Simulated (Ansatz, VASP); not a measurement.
**Al2Cu in VASP and in Ansatz**

INCAR

```
  PREC = Accurate
  ENCUT = 520
  EDIFF = 1E-7
  ISMEAR = 0
  SIGMA = 0.15
  LREAL = F
  LASPH = T
  NELM = 100
  ALGO = Fast
  ISIF = 2
  LWAVE = F
  LCHARG = F
  GGA = PS
  NBANDS = 46
```

Contents of KPOINTS:

```
regular mesh
0
Gamma
  8 8 8
```

File POSCAR:

```
Al2Cu
1.0
    0.0000000000      0.0000000000      5.7260273110
   -4.0492631027      4.0492631027      0.0000000000
   -4.0492631027     -4.0492631027      0.0000000000
Al Cu
8 4
Direct
    0.2500000000      0.7500000000      0.2500000000
    0.7500000000      0.2500000000      0.2500000000
    0.2500000000      0.2500000000      0.7500000000
    0.7500000000      0.7500000000      0.7500000000
    0.2500000000      0.2500000000      0.2500000000
    0.7500000000      0.7500000000      0.2500000000
    0.2500000000      0.7500000000      0.7500000000
    0.7500000000      0.2500000000      0.7500000000
    0.0419138762      0.5000000000      0.0000000000
    0.5000000000      0.0000000000      0.0000000000
    0.0000000000      0.0000000000      0.5000000000
    0.5000000000      0.5000000000      0.5000000000
```

Input for Ansatz:

```yaml
crystal:
  lattice:
    - [0.0, 0.0, 5.726027311]
    - [-4.0492631027, 4.0492631027, 0.0]
    - [-4.0492631027, -4.0492631027, 0.0]
  atoms:
    - { symbol: Al, position: [0.25, 0.75, 0.25] }
    - { symbol: Al, position: [0.75, 0.25, 0.25] }
    - { symbol: Al, position: [0.25, 0.25, 0.75] }
    - { symbol: Al, position: [0.75, 0.75, 0.75] }
    - { symbol: Al, position: [0.25, 0.25, 0.25] }
    - { symbol: Al, position: [0.75, 0.75, 0.25] }
    - { symbol: Al, position: [0.25, 0.75, 0.75] }
    - { symbol: Al, position: [0.75, 0.25, 0.75] }
    - { symbol: Cu, position: [0.0419138762, 0.5, 0.0] }
    - { symbol: Cu, position: [0.5, 0.0, 0.0] }
    - { symbol: Cu, position: [0.0, 0.0, 0.5] }
    - { symbol: Cu, position: [0.5, 0.5, 0.5] }
basis:
  ecutwfc: 420
kpoints:
  mp_grid: { grid: [8, 8, 8] }
hamiltonian:
  xc: pbesol
scf:
  occupations: { method: gaussian, width: 0.15 }
output:
  forces: true
  stress: true
  eigenvalues: true
```

Alike in both runs: task single point; functional PBEsol; k mesh 8 × 8 × 8; occupations gaussian, width 0.15 eV; no spin polarisation.

|  | VASP | Ansatz |
| --- | --- | --- |
| version | VASP 6.6.1 | Ansatz 0.2.0 |
| potentials or method | VASP PAW PBE potentials, release 64 (Al, Cu), cutoff 520 eV | scalar-relativistic, plane waves, PAW |
| valence electrons in the cell | 68 | 100 |

```csv
,VASP,Ansatz,Ansatz less VASP
gap on the k mesh at the Fermi level (eV),none,none,-
pressure (GPa),0.8,0.6,-0.21
"traceless stress, the component that is largest in VASP (GPa)",-0.41,-0.41,+0.003
rms of the force components (eV/Å),0.393,0.394,+0.0006
```

VASP's potentials were made for PBE, not for PBEsol. Atom by atom the forces differ by 0.002 eV/Å (rms over components). A gap of «none» marks a metal or a gap that the smearing closes. VASP's potentials hold 68 valence electrons a cell and Ansatz's 100, so a difference there can come from the potentials and not from the codes.
